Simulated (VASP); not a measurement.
# Cr (P6_3/mmc) in VASP: a series of runs, part 2 of 2

VASP 6.6.1.

### Step 3. Single point, BLYP, collinear spin, antiferromagnetic start (11.31 Å³/atom)

This run uses another cell than the first one, of 11.31 Å³/atom.

INCAR reads:

```
PREC     = Accurate       # precision mode
ENCUT    = 500            # plane-wave cutoff, eV
EDIFF    = 1E-6           # SCF threshold, eV
ISMEAR   = -1             # smearing method
SIGMA    = 0.05           # smearing width, eV
LREAL    = False          # projectors in reciprocal space
LASPH    = True           # aspherical terms in the spheres
NELM     = 200            # most SCF steps
ALGO     = Normal         # electronic algorithm
ISIF     = 2              # what is computed and relaxed
LWAVE    = False          # write WAVECAR
LCHARG   = True           # write CHGCAR
ISPIN    = 2              # spin polarisation
MAGMOM   = 1.5 1.5 -1.5 -1.5 # initial moments
LORBIT   = 11             # projections on sites
LMAXMIX  = 4              # l up to which the mixer works
GGA      = B5             # functional
ALDAX    = 1.0          
AGGAX    = 1.0          
AGGAC    = 1.0          
ALDAC    = 0.0          
LELF     = True           # ELF
LVHAR    = True         
NBANDS   = 36             # bands
GGA_COMPAT= False
```

KPOINTS reads:

```
Automatic mesh
0
Gamma
  16 16 4
```

POSCAR reads:

```
Cr
1.0
    2.4477826941      0.0000000000      0.0000000000
   -1.2238913470      2.1198419960      0.0000000000
    0.0000000000      0.0000000000      8.7221351712
Cr
4
Direct
    1.0000000000      1.0000000000      1.0000000000
    1.0000000000      1.0000000000      0.5000000000
    0.3333333333      0.6666666667      0.2500000000
    0.6666666667      0.3333333333      0.7500000000
```

Potentials or basis: VASP PAW PBE potentials, release 64 (Cr_pv).

Run with:

```console
$ cat potpaw_PBE.64/Cr_pv/POTCAR > POTCAR
$ mpirun -np 1 vasp_std > vasp.out
```

OUTCAR:

```text
PREC = Accurate
   ENCUT = 500
   EDIFF = 1E-6
   ISMEAR = -1
   LREAL = False
   LASPH = True
   NELM = 200
   ISIF = 2
   ISPIN = 2
   LORBIT = 11
   GGA = B5

 ion  position               nearest neighbor table
   1  0.000  0.000  0.000-   3 2.60   4 2.60   3 2.60   4 2.60   4 2.60   3 2.60
   2  0.000  0.000  0.500-   3 2.60   4 2.60   3 2.60   4 2.60   4 2.60   3 2.60
   3  0.333  0.667  0.250-   1 2.60   2 2.60   1 2.60   2 2.60   1 2.60   2 2.60
   4  0.667  0.333  0.750-   1 2.60   2 2.60   1 2.60   2 2.60   1 2.60   2 2.60

  LATTYP: Found a hexagonal cell.
 ALAT       =     2.4477826941
 C/A-ratio  =     3.5632800216
[... 2104 lines left out ...]
     2.447782694  0.000000000  0.000000000     0.408532997  0.235866636  0.000000000
    -1.223891347  2.119841996  0.000000000     0.000000000  0.471733272  0.000000000
     0.000000000  0.000000000  8.722135171     0.000000000  0.000000000  0.114650826

 POSITION                                       TOTAL-FORCE (eV/Angst)
 -----------------------------------------------------------------------------------
      0.00000      0.00000      0.00000         0.000000      0.000000     -0.000000
      0.00000      0.00000      4.36107         0.000000      0.000000     -0.000000
     -0.00000      1.41323      2.18053         0.000000      0.000000     -0.000000
      1.22389      0.70661      6.54160        -0.000000      0.000000      0.000000
 -----------------------------------------------------------------------------------
    total drift:                                0.000000     -0.000000      0.000000

  FREE ENERGIE OF THE ION-ELECTRON SYSTEM (eV)
  ---------------------------------------------------
  free  energy   TOTEN  =       -31.6227772990 eV

  energy  without entropy=      -31.5737376265  energy(sigma->0) =      -31.59825746

 total charge

# of ion       s       p       d       tot
------------------------------------------
    1        0.424   6.389   4.334  11.147
    2        0.424   6.389   4.334  11.147
    3        0.425   6.391   4.327  11.143
    4        0.425   6.391   4.327  11.143
--------------------------------------------------
tot          1.698  25.560  17.321  44.579

 magnetization (x)

# of ion       s       p       d       tot
------------------------------------------
    1        0.000   0.000   0.000   0.000
    2        0.000   0.000   0.000   0.000
    3       -0.000   0.000   0.000   0.000
    4       -0.000   0.000   0.000   0.000
--------------------------------------------------
tot         -0.000   0.000   0.000   0.000
```

OSZICAR:

```text
N       E                     dE             d eps       ncg     rms          rms(c)
DAV:   1     0.600416649820E+03    0.60042E+03   -0.25363E+04 12968   0.163E+03
DAV:   2    -0.491438547156E+01   -0.60533E+03   -0.57948E+03 13080   0.504E+02
DAV:   3    -0.349528851627E+02   -0.30038E+02   -0.28214E+02 13684   0.133E+02
DAV:   4    -0.355884254473E+02   -0.63554E+00   -0.63093E+00 14848   0.180E+01
DAV:   5    -0.356089018259E+02   -0.20476E-01   -0.20467E-01 17204   0.289E+00    0.256E+01
DAV:   6    -0.314809634539E+02    0.41279E+01   -0.22169E+01 13148   0.406E+01    0.593E+00
DAV:   7    -0.316205333638E+02   -0.13957E+00   -0.56432E-01 13152   0.552E+00    0.379E+00
DAV:   8    -0.317038520608E+02   -0.83319E-01   -0.27798E-01 14604   0.676E+00    0.363E+00
DAV:   9    -0.316306720390E+02    0.73180E-01   -0.28459E-01 14800   0.671E+00    0.180E+00
DAV:  10    -0.316219638179E+02    0.87082E-02   -0.72579E-02 15508   0.277E+00    0.283E-01
DAV:  11    -0.316227515772E+02   -0.78776E-03   -0.62908E-03 15568   0.543E-01    0.144E-01
DAV:  12    -0.316227802833E+02   -0.28706E-04   -0.27951E-04 18552   0.106E-01    0.807E-02
DAV:  13    -0.316227827340E+02   -0.24507E-05   -0.48325E-05 19252   0.551E-02    0.229E-02
DAV:  14    -0.316227803072E+02    0.24268E-05   -0.68867E-06 15292   0.285E-02    0.109E-02
DAV:  15    -0.316227789042E+02    0.14031E-05   -0.70858E-07  7596   0.883E-03    0.518E-03
DAV:  16    -0.316227771616E+02    0.17426E-05   -0.54446E-07  7332   0.696E-03    0.143E-03
DAV:  17    -0.316227772990E+02   -0.13743E-06   -0.12661E-07  7392   0.289E-03
   1 F= -.31622777E+02 E0= -.31598257E+02  d E =-.490397E-01  mag=     0.0003
```

Wall time 6.5 min (1 thread of Intel Xeon 8259CL, shared host); peak memory 0.3 GiB.

What came out:

```yaml
Free_energy: -31.6228 eV
Pressure: 21.2 GPa
Band_gap_on_the_k_mesh: zero (filled and empty bands overlap)
Net_moment: 0.00 μB per cell
Valence_electrons_inside_the_program's_atomic_spheres: Cr 11.15, 11.14 (each value once)
```

Stress tensor (GPa, compression positive):
```
22.08  0.00  0.00
 0.00 22.08  0.00
 0.00  0.00 19.44
```

Levels at points of the mesh, in eV from the Fermi level:
Spin up:
| k point | band 21 | band 22 | band 23 | band 24 | band 25 | band 26 | band 27 | band 28 |
| --- | --- | --- | --- | --- | --- | --- | --- | --- |
| (0.00, 0.00, 0.00) | -0.51 | -0.42 | -0.42 | -0.26 | -0.26 | -0.15 | -0.15 | 0.13 |
| (0.50, 0.00, 0.00) | -0.68 | -0.34 | -0.21 | 0.96 | 0.96 | 2.16 | 2.37 | 2.43 |
| (0.00, 0.00, 0.50) | -0.44 | -0.44 | -0.44 | -0.44 | -0.24 | -0.24 | -0.24 | -0.24 |
| (0.50, 0.00, 0.50) | 0.11 | 0.11 | 0.27 | 0.27 | 0.73 | 0.73 | 1.96 | 1.96 |
Spin down:
```tsv
k point	band 20	band 21	band 22	band 23	band 24	band 25	band 26	band 27	band 28	band 29
(0.00, 0.00, 0.00)	-0.51	-0.51	-0.42	-0.42	-0.26	-0.26	-0.15	-0.15	0.13	1.22
(0.50, 0.00, 0.00)	-1.60	-0.68	-0.34	-0.21	0.96	0.96	2.16	2.37	2.43	2.68
(0.00, 0.00, 0.50)	-0.92	-0.44	-0.44	-0.44	-0.44	-0.24	-0.24	-0.24	-0.24	1.40
(0.50, 0.00, 0.50)	-1.73	0.11	0.11	0.27	0.27	0.73	0.73	1.96	1.96	2.97
```

Caveat: the cell stands under pressure; the PAW data sets were made with another functional, which shifts forces and pressure a little.
